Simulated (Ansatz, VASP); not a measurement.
## One calculation of Li2ZrO2, two programs

```
Li Zr O
1.0
    -1.73844    1.73844    4.70442
     1.73844   -1.73844    4.70442
     1.73844    1.73844   -4.70442
Li Zr O
2 1 2
Direct
  0.75000 0.25000 0.50000
  0.25000 0.75000 0.50000
  0.00000 0.00000 0.00000
  0.61769 0.61769 0.00000
  0.38231 0.38231 0.00000
```

Change from the starting cell: species swapped into the YMn2Si2 type (I4/mmm, No. 139).

Alike in both runs: task relaxation of cell and atoms; functional PBE; k mesh 8 × 8 × 8; occupations gaussian, width 0.1 eV; no spin polarisation.

```csv
,VASP,Ansatz
version,VASP 6.6.1,Ansatz 0.2.0
potentials or method,"VASP PAW PBE potentials, release 64 (Li_sv, Zr_sv, O), cutoff 600 eV","scalar-relativistic, plane waves, PAW"
valence electrons in the cell,30,30
```

|  | VASP | Ansatz | Ansatz less VASP |
| --- | --- | --- | --- |
| gap on the k mesh at the Fermi level, each at its own relaxed structure (eV) | none | none | - |
| relaxed volume (Å³/atom) | 9.04 | 9.07 | +0.021 |
| relaxed cell length with the largest relative difference (Å) | 5.507 | 5.516 | +0.0093 |

A gap of «none» marks a metal or a gap that the smearing closes.

Noted on VASP's run: the cutoff is short for stress, so the pressure is rough; the volume moved by over 15 % at a fixed basis, so the end points are rough.
